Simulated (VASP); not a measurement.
Input of a VASP 6.6.1 run:

Contents of INCAR:

```
SYSTEM = Mn
PREC = Accurate
ENCUT = 500
EDIFF = 1E-6
ISMEAR = -5
SIGMA = 0.1
LREAL = .FALSE.
LASPH = .TRUE.
NELM = 200
ALGO = Normal
ISIF = 2
LWAVE = .FALSE.
LCHARG = .FALSE.
ISPIN = 2
MAGMOM = 0.76
LORBIT = 11
LMAXMIX = 4
GGA = PE
NBANDS = 16
GGA_COMPAT = .FALSE.
```

KPOINTS

```
regular mesh
0
G
  8 8 8
  0 0 0
```

The input POSCAR:

```
Mn
1.0
   -1.3932737400      1.3932737400      1.3932737400
    1.3932737400     -1.3932737400      1.3932737400
    1.3932737400      1.3932737400     -1.3932737400
Mn
1
Direct
    0.0000000000      0.0000000000      0.0000000000
```

Potentials or basis: VASP PAW PBE potentials, release 64 (Mn_pv).

The run is started by

```sh
$ cat potpaw_PBE.64/Mn_pv/POTCAR > POTCAR
$ mpirun -np 1 vasp_std > vasp.out
```

(1) Predict the net moment.

(2) Estimate the site moments.

Results:

(1) 0.94 μB per cell.

(2) Mn +0.94 μB.

Caveat: the k points lie up to 0.40 Å⁻¹ apart.
